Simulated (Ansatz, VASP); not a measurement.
**Sn4P: VASP beside Ansatz**

```
Sn P
1.0
     5.28362    0.00000    0.00000
     0.00000    5.28362    0.00000
     0.00000    0.00000    5.28362
Sn P
4 1
Direct
  0.00000 0.50000 0.50000
  0.50000 0.50000 0.00000
  0.50000 0.00000 0.50000
  0.00000 0.00000 0.00000
  0.50000 0.50000 0.50000
```

Change from the starting cell: species swapped into the Fe4N type (Pm-3m, No. 221).

Alike in both runs: functional PBE; k mesh 8 × 8 × 8; occupations gaussian, width 0.1 eV; no spin polarisation.

Ansatz relaxed the structure, and its values are those at the end. VASP's run is a single point on that final structure, the one shown.

```csv
,VASP,Ansatz
version,VASP 6.6.1,Ansatz 0.2.0
potentials or method,"VASP PAW PBE potentials, release 64 (Sn_d, P), cutoff 520 eV","scalar-relativistic, plane waves, PAW"
valence electrons in the cell,61,61
```

```csv
,VASP,Ansatz,Ansatz less VASP
gap on the k mesh at the Fermi level (eV),none,none,-
pressure (GPa),-0.1,0.0,+0.06
```

A gap of «none» marks a metal or a gap that the smearing closes. With one functional, cell and mesh, what is left measures potentials, basis and numerics.
